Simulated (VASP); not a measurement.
# Al16HO24 (a cell with a defect) in VASP: single point with PBE

Aim: the single point of Al16HO24 (a cell with a defect) with PBE.

All numbers are computed with VASP 6.6.1; they aren't measurements. Logs are shortened: lines on timing, memory, paths and dates and some standing lists are left out, and cuts for length are marked.

### Step 1. The cell of the first run

The cell holds a defect, 41 atoms: a = 11.793 Å, b = 5.815 Å, c = 5.615 Å, α = 90.00°, β = 75.94°, γ = 90.00°.

### Step 2. Single point, PBE, collinear spin

INCAR

```
PREC = Accurate
ENCUT = 520
EDIFF = 1E-6
ISMEAR = -1
SIGMA = 0.05
LREAL = Auto
LASPH = T
NELM = 200
ALGO = Normal
ISIF = 2
LWAVE = F
LCHARG = F
ISPIN = 2
MAGMOM = 0 0 0 0 0 0 0 0 0 0 0 0 0 0 0 0 0 0 0 0 0 0 0 0 0 0 0 0 0 0 0 0 0 0 0 0 0 0 0 0 1
LORBIT = 11
GGA = PE
NBANDS = 126
GGA_COMPAT = F
```

KPOINTS

```
Automatic mesh
0
Gamma
  1 3 3
```

POSCAR

```
Al16HO24
1.0
  -11.7928040000      0.0000000000      0.0000000000
    0.0000000000     -5.8149540000      0.0000000000
   -1.3644420000      0.0000000000      5.4468590000
Al O H
16 24 1
Direct
    0.5922555718      0.2431445341      0.1968434796
    0.4089579286      0.2497780511      0.7905432523
    0.8437317428      0.2538351258      0.3179538715
    0.1601622725      0.2510723894      0.6772171115
    0.0923856996     -0.0001555850      0.1972471377
    0.9140507707     -0.0001318876      0.7844420273
    0.3400753651     -0.0001445757      0.3108277070
    0.6580041556     -0.0001589319      0.6773699198
    0.5922654665      0.7565110851      0.1968416654
    0.4089692781      0.7499673742      0.7905448050
    0.8437421928      0.7458697898      0.3179650639
    0.1601640567      0.7486428690      0.6772218643
    0.0932943924      0.4998440016      0.1991751901
    0.9104261475      0.4998729680      0.7932821824
    0.3443796515      0.4998541330      0.3101061737
    0.6569476056      0.4998230396      0.6748046353
    0.6620578427      0.2534635456      0.8805023646
    0.3358281238      0.2507002204      0.1029360180
    0.9972160757      0.2513500053      0.7382376891
    0.0061766569      0.2502000017      0.2519362442
    0.3270168972      0.2504003352      0.5599951306
    0.6748063119      0.2529089838      0.4307833573
    0.1634092636     -0.0001397049      0.8847258555
    0.8451305335     -0.0001456310      0.1027034388
    0.4955245389     -0.0001233524      0.7381225174
    0.4992020229     -0.0001773562      0.2545769849
    0.8286647961     -0.0001455027      0.5609418753
    0.1728247384     -0.0001394982      0.4299022527
    0.6620332724      0.7461769795      0.8804701368
    0.3358269521      0.7490163992      0.1029346646
    0.9972191506      0.7483910885      0.7382289394
    0.0061830171      0.7494873568      0.2519441798
    0.3270182959      0.7493183151      0.5599992123
    0.6748108548      0.7468010694      0.4308099654
    0.1635906788      0.4998533760      0.8862658471
    0.8388154788      0.4998732269      0.1055808751
    0.4944707572      0.4998619446      0.7365779861
    0.5074070531      0.4998408679      0.2482797882
    0.8294869354      0.4998429429      0.5614186424
    0.1740583980      0.4998479315      0.4303801252
    0.7099135563     -0.0002331256      1.1202876226
```

Potentials or basis: VASP PAW PBE potentials, release 64 (Al, O, H).

The run is started by

```bash
$ cat potpaw_PBE.64/Al/POTCAR potpaw_PBE.64/O/POTCAR potpaw_PBE.64/H/POTCAR > POTCAR
$ mpirun -np 1 vasp_std > vasp.out
```

OUTCAR:

```text
PREC = Accurate
   ENCUT = 520
   EDIFF = 1E-6
   ISMEAR = -1
   LREAL = Auto
   LASPH = T
   NELM = 200
   ISIF = 2
   ISPIN = 2
   LORBIT = 11
   GGA = PE

 ion  position               nearest neighbor table
   1  0.592  0.243  0.197-  17 1.77  26 1.77  38 1.78  22 1.82  41 1.96   9 2.83   9 2.99   8 3.16
                             3 3.20  15 3.21  16 3.21   7 3.21   8 3.30  16 3.32
   2  0.409  0.250  0.791-  37 1.75  18 1.76  25 1.76  21 1.79  10 2.91  10 2.91   4 3.15  15 3.18
                             7 3.19  16 3.19   8 3.20  15 3.31   7 3.33
   3  0.844  0.254  0.318-  20 1.86  36 1.87  24 1.91  22 1.94  39 1.96  27 1.99  11 2.86  11 2.95
                            16 2.96   8 2.98  13 3.19  14 3.20   1 3.20   5 3.21   6 3.26   6 3.28
   4  0.160  0.251  0.677-  19 1.87  35 1.87  23 1.87  21 1.92  40 1.98  28 2.00  12 2.89  12 2.92
                             7 2.96  15 2.98   2 3.15   6 3.17   5 3.19  13 3.19  14 3.20  13 3.31
   5  0.092  1.000  0.197-  23 1.75  32 1.76  20 1.76  28 1.79  13 2.91  13 2.91   7 3.14  12 3.19
                             4 3.19  11 3.21   3 3.21  12 3.33   4 3.33
   6  0.914  1.000  0.784-  31 1.74  19 1.74  24 1.77  27 1.79  14 2.91  14 2.91   4 3.17  12 3.17
                             8 3.22   3 3.26  11 3.26  11 3.28   3 3.28
   7  0.340  1.000  0.311-  26 1.83  30 1.88  18 1.88  28 1.92  33 2.00  21 2.00  15 2.91  15 2.91
                            12 2.96   4 2.96   5 3.14  10 3.19   2 3.19   1 3.21   9 3.21  10 3.33
   8  0.658  1.000  0.677-  25 1.86  17 1.87  29 1.87  27 1.96  34 2.00  22 2.00  16 2.91  16 2.91
                            11 2.98   3 2.98   1 3.16   9 3.16  10 3.20   2 3.20   6 3.22   1 3.30
   9  0.592  0.757  0.197-  29 1.77  26 1.77  38 1.78  34 1.82  41 1.95   1 2.83   1 2.99   8 3.16
                            11 3.20  15 3.21  16 3.21   7 3.21   8 3.30  16 3.32
  10  0.409  0.750  0.791-  37 1.75  30 1.76  25 1.76  33 1.79   2 2.91   2 2.91  12 3.15  15 3.18
                             7 3.19  16 3.19   8 3.20  15 3.31   7 3.33
  11  0.844  0.746  0.318-  32 1.86  36 1.87  24 1.91  34 1.94  39 1.96  27 1.99   3 2.86   3 2.95
                            16 2.96   8 2.98  13 3.19  14 3.20   9 3.20   5 3.21   6 3.26   6 3.28
  12  0.160  0.749  0.677-  31 1.87  35 1.87  23 1.87  33 1.92  40 1.98  28 2.00   4 2.89   4 2.92
                             7 2.96  15 2.98  10 3.15   6 3.17   5 3.19  13 3.19  14 3.20  13 3.31
  13  0.093  0.500  0.199-  35 1.75  32 1.76  20 1.76  40 1.79   5 2.91   5 2.91  15 3.17   4 3.19
                            12 3.19  11 3.19   3 3.19   4 3.31  12 3.31
  14  0.910  0.500  0.793-  36 1.75  31 1.75  19 1.75  39 1.79   6 2.91   6 2.91  11 3.20   3 3.20
                            12 3.20   4 3.20  16 3.22  11 3.29   3 3.29
  15  0.344  0.500  0.310-  38 1.87  18 1.88  30 1.88  40 1.96  21 1.99  33 1.99   7 2.91   7 2.91
                             4 2.98  12 2.98  13 3.17   2 3.18  10 3.18   9 3.21   1 3.21   2 3.31
  16  0.657  0.500  0.675-  29 1.85  17 1.85  37 1.86  22 1.96  34 1.96  39 1.98   8 2.91   8 2.91
                             3 2.96  11 2.96   2 3.19  10 3.19   1 3.21   9 3.21  14 3.22   9 3.32
  17  0.662  0.253  0.881-   1 1.77  16 1.85   8 1.87
  18  0.336  0.251  0.103-   2 1.76  15 1.88   7 1.88
  19  0.997  0.251  0.738-   6 1.74  14 1.75   4 1.87
[... 6 lines left out ...]
  26  0.499  1.000  0.255-   1 1.77   9 1.77   7 1.83
  27  0.829  1.000  0.561-   6 1.79   8 1.96  11 1.99   3 1.99
  28  0.173  1.000  0.430-   5 1.79   7 1.92   4 2.00  12 2.00
  29  0.662  0.746  0.880-   9 1.77  16 1.85   8 1.87
  30  0.336  0.749  0.103-  10 1.76  15 1.88   7 1.88
  31  0.997  0.748  0.738-   6 1.74  14 1.75  12 1.87
  32  0.006  0.749  0.252-   5 1.76  13 1.76  11 1.86
  33  0.327  0.749  0.560-  10 1.79  12 1.92  15 1.99   7 2.00
  34  0.675  0.747  0.431-   9 1.82  11 1.94  16 1.96   8 2.00
  35  0.164  0.500  0.886-  13 1.75   4 1.87  12 1.87
  36  0.839  0.500  0.106-  14 1.75  11 1.87   3 1.87
  37  0.494  0.500  0.737-   2 1.75  10 1.75  16 1.86
  38  0.507  0.500  0.248-   9 1.78   1 1.78  15 1.87
  39  0.829  0.500  0.561-  14 1.79   3 1.96  11 1.96  16 1.98
  40  0.174  0.500  0.430-  13 1.79  15 1.96   4 1.98  12 1.98
  41  0.710  1.000  0.120-   9 1.95   1 1.96

  LATTYP: Found a simple monoclinic cell.
 ALAT       =     5.6151558248
 B/A-ratio  =     1.0355819467
 C/A-ratio  =     2.0952509771
 COS(beta)  =    -0.2337061380

  Lattice vectors:

 A1 = (  -1.3644420000,   0.0000000000,   5.4468590000)
 A2 = (   0.0000000000,   5.8149540000,   0.0000000000)
 A3 = ( -10.4283620000,   0.0000000000,  -5.4468590000)

Analysis of symmetry for initial positions (statically):
=====================================================================
 Subroutine PRICEL returns:
 Original cell was already a primitive cell.

 Routine SETGRP: Setting up the symmetry group for a
 simple monoclinic supercell.

 Subroutine GETGRP returns: Found  1 space group operations
 (whereof  1 operations were pure point group operations)
 out of a pool of  4 trial point group operations.

The static configuration has the point symmetry C_1 .

Analysis of symmetry for dynamics (positions and initial velocities):
=====================================================================
 Subroutine PRICEL returns:
 Original cell was already a primitive cell.

 Routine SETGRP: Setting up the symmetry group for a
 simple monoclinic supercell.

[... 175 lines left out ...]
   NELM   =    200;   NELMIN=  2; NELMDL= -5     # of ELM steps
   EDIFF  = 0.1E-05   stopping-criterion for ELM
   LREAL  =      T    real-space projection
   EDIFFG = 0.1E-04   stopping-criterion for IOM
   NSW    =      0    number of steps for IOM
   IBRION =     -1    ionic relax: 0-MD 1-quasi-New 2-CG
   NFREE  =      0    steps in history (QN), initial steepest desc. (CG)
   ISIF   =      2    stress and relaxation
   ISYM   =      2    0-nonsym 1-usesym 2-fastsym
   POTIM  = 0.5000    time-step for ionic-motion
   TEBEG  =    0.0;   TEEND  =   0.0 temperature during run
   PSTRESS=    0.0 pullay stress
   NELECT =     193.0000    total number of electrons
   NUPDOWN=      -1.0000    fix difference up-down
   EMIN   =  10.00;   EMAX   =-10.00  energy-range for DOS
   EFERMI =   0.00;   METHOD = LEGACY
   ISMEAR =    -1;   SIGMA  =   0.05  broadening in eV -4-tet -1-fermi 0-gaus
   EFERMI_NEDOS =   21; number of points for ismear=-14 and -15
   IALGO  =     38    algorithm
   IMIX   =      4    mixing-type and parameters
     AMIX     =   0.40;   BMIX     =  1.00
     AMIX_MAG =   1.60;   BMIX_MAG =  1.00
  volume/ion in A,a.u.               =       9.11        61.48
  Fermi-wavevector in a.u.,A,eV,Ry     =   1.313684  2.482502 23.480452  1.725765
  Thomas-Fermi vector in A             =   2.443989
   LORBIT       =     11    0 simple, 1 ext, 2 COOP (PROOUT), +10 PAW based schemes
   GGA     = PE    functional components
   LHFCALC =     F    Hartree Fock is set to
   AEXX    =    0.0000 exact exchange contribution
   IVDW    =     0    specifies the selected vdW correction
   LEPSILON=     F    determine dielectric tensor
   LRPA    =     F    only Hartree local field effects (RPA)
 spin polarized calculation
  energy-cutoff  :      520.00
  volume of cell :      373.52
 maximum number of plane-waves:     10076
 NGX is ok and might be reduce to    90
   NGX = 43   NGY = 21   NGZ = 21

 number of electron     193.0000004 magnetization       0.9999953

 Free energy of the ion-electron system (eV)
  ---------------------------------------------------
  ext. energy  EPLUGINS =         0.00000000
  ---------------------------------------------------
  free energy    TOTEN  =      -299.11482891 eV

  energy without entropy =     -299.11482591  energy(sigma->0) =     -299.11482741

 E-fermi :   8.0623     XC(G=0): -11.1730

 val. band max:        7.4539922928   @ k =   0.0000   0.3333   0.3333
 cond. band min:       8.6003804125   @ k =   0.0000   0.0000   0.0000
 fundamental gap:      1.1463881198
 Fermi energy:         8.0623345701

 spin component 1

 k-point     1 :       0.0000    0.0000    0.0000
  band No.  band energies     occupation
      1     -13.7743      1.00000
      2     -13.3376      1.00000
      3     -13.0629      1.00000
      4     -12.3513      1.00000
      5     -12.1321      1.00000
      6     -12.1102      1.00000
[... 544 lines left out ...]
    107      14.3290      0.00000
    108      14.4996      0.00000
 Fermi energy:         8.0623345701

 spin component 2

 k-point     1 :       0.0000    0.0000    0.0000
  band No.  band energies     occupation
      1     -13.7438      1.00000
      2     -13.3177      1.00000
      3     -13.0398      1.00000
      4     -12.2696      1.00000
      5     -12.1256      1.00000
      6     -12.0900      1.00000
[... 544 lines left out ...]
    107      14.3527      0.00000
    108      14.5136      0.00000
 [bands above 108 left out]

------------------------ aborting loop because EDIFF is reached ----------------------------------------

  FORCE on cell =-STRESS in cart. coord.  units (eV):
  Direction    XX          YY          ZZ          XY          YZ          ZX
  --------------------------------------------------------------------------------------
  -------------------------------------------------------------------------------------
  Total       18.2807508     17.3228243     20.9115659      0.0053649     -0.0031405     -0.6535980
  in kB       78.4142717     74.3052988     89.6990081      0.0230126     -0.0134711     -2.8035726
  external PRESSURE =      80.8061929 kB  Pullay stress =       0.0000000 kB

 VOLUME and BASIS-vectors are now :
 -----------------------------------------------------------------------------
  energy-cutoff  :      520.00
  volume of cell :      373.52
      direct lattice vectors                 reciprocal lattice vectors
   -11.792804000  0.000000000  0.000000000    -0.084797475  0.000000000 -0.021241827
     0.000000000 -5.814954000  0.000000000     0.000000000 -0.171970406  0.000000000
    -1.364442000  0.000000000  5.446859000     0.000000000  0.000000000  0.183592048

 POSITION                                       TOTAL-FORCE (eV/Angst)
 -----------------------------------------------------------------------------------
     -7.25294     -1.41387      1.07218         0.007778     -0.000227      0.018407
     -5.90141     -1.45245      4.30598         0.011696     -0.000047     -0.007267
    -10.38379     -1.47604      1.73185        -0.013835     -0.015119     -0.005750
     -2.81279     -1.45997      3.68871         0.006963      0.000378     -0.000126
     -1.35862     -5.81405      1.07438        -0.002266     -0.000917      0.015586
    -11.84955     -5.81419      4.27275        -0.008804     -0.000147     -0.018073
[... 33 lines left out ...]
     -2.63987     -2.90659      2.34422        -0.004112     -0.000822     -0.003514
     -8.53600     -5.81360      0.65519        -0.008276     -0.001043     -0.005162
 -----------------------------------------------------------------------------------
    total drift:                               -0.035104      0.000085     -0.021983

  FREE ENERGIE OF THE ION-ELECTRON SYSTEM (eV)
  ---------------------------------------------------
  free  energy   TOTEN  =      -299.1148289137 eV

  energy  without entropy=     -299.1148259064  energy(sigma->0) =     -299.11482741

 total charge

# of ion       s       p       d       tot
------------------------------------------
    1        0.349   0.448   0.000   0.797
    2        0.357   0.458   0.000   0.814
    3        0.303   0.386   0.000   0.689
    4        0.304   0.389   0.000   0.693
    5        0.357   0.458   0.000   0.815
    6        0.358   0.460   0.000   0.818
[... 33 lines left out ...]
   40        1.549   3.634   0.000   5.182
   41        0.472   0.020   0.000   0.492
--------------------------------------------------
tot         42.935  94.175   0.000 137.110

 magnetization (x)

# of ion       s       p       d       tot
------------------------------------------
    1        0.001   0.007   0.000   0.008
    2        0.000   0.000   0.000   0.000
    3       -0.000  -0.000   0.000  -0.001
    4        0.000  -0.000   0.000   0.000
    5       -0.000  -0.000   0.000  -0.000
    6       -0.000   0.000   0.000   0.000
[... 33 lines left out ...]
   40        0.000   0.000   0.000   0.000
   41        0.248   0.007   0.000   0.255
--------------------------------------------------
tot          0.288   0.341   0.000   0.628
```

It took 8.4 min on 1 thread of Intel Xeon 6975P-C (Granite Rapids), shared host; peak memory 0.74 GiB.

What came out:

```
Free energy                                           : -299.1148 eV
Pressure                                              : 8.1 GPa
Largest force                                         : 0.025 eV/Å
Band gap on the k mesh                                : 1.15 eV
Net moment                                            : 1.00 μB per cell
Site moments                                          : Al +0.01, +0.00, -0.00 (each value once); O +0.04, +0.00, +0.03, +0.15, -0.00 (each value once); H +0.26 μB
Valence electrons inside the program's atomic spheres : Al 0.80, 0.81, 0.69, 0.82, 0.70 (each value once); O 5.18, 5.22, 5.15, 5.20 (each value once); H 0.49
```

Forces on the atoms (eV/Å):
```
Al   0.008  0.000  0.018
Al   0.012  0.000 -0.007
Al  -0.014 -0.015 -0.006
Al   0.007  0.000  0.000
Al  -0.002 -0.001  0.016
Al  -0.009  0.000 -0.018
Al   0.003  0.000  0.011
Al   0.000  0.000 -0.004
Al   0.007 -0.001  0.018
Al   0.013  0.000 -0.007
Al  -0.013  0.015 -0.005
Al   0.006 -0.002  0.000
Al  -0.003  0.001  0.008
Al   0.009  0.001 -0.002
Al   0.000  0.000  0.011
Al  -0.002 -0.001  0.009
O    0.001  0.017  0.001
O   -0.002  0.003 -0.003
O   -0.014  0.004 -0.003
O    0.007  0.006  0.000
O   -0.003  0.005 -0.002
O   -0.004  0.017 -0.017
O   -0.005  0.001 -0.012
O    0.020 -0.001  0.008
O   -0.006  0.001 -0.001
O   -0.006 -0.002 -0.001
O    0.014  0.001  0.001
O   -0.006  0.000 -0.002
O   -0.002 -0.019  0.005
O   -0.001 -0.002 -0.002
O   -0.014 -0.003 -0.003
O    0.008 -0.007  0.000
O   -0.003 -0.005 -0.001
O   -0.002 -0.015 -0.019
O    0.001  0.000 -0.009
O   -0.004  0.001  0.006
O   -0.012  0.001  0.003
O    0.011  0.002  0.001
O    0.011  0.000  0.017
O   -0.004 -0.001 -0.004
H   -0.008 -0.001 -0.005
```

Stress tensor (GPa, compression positive):
```
 7.84  0.00 -0.28
 0.00  7.43  0.00
-0.28  0.00  8.97
```

Caveat: the k points lie up to 0.55 Å⁻¹ apart.
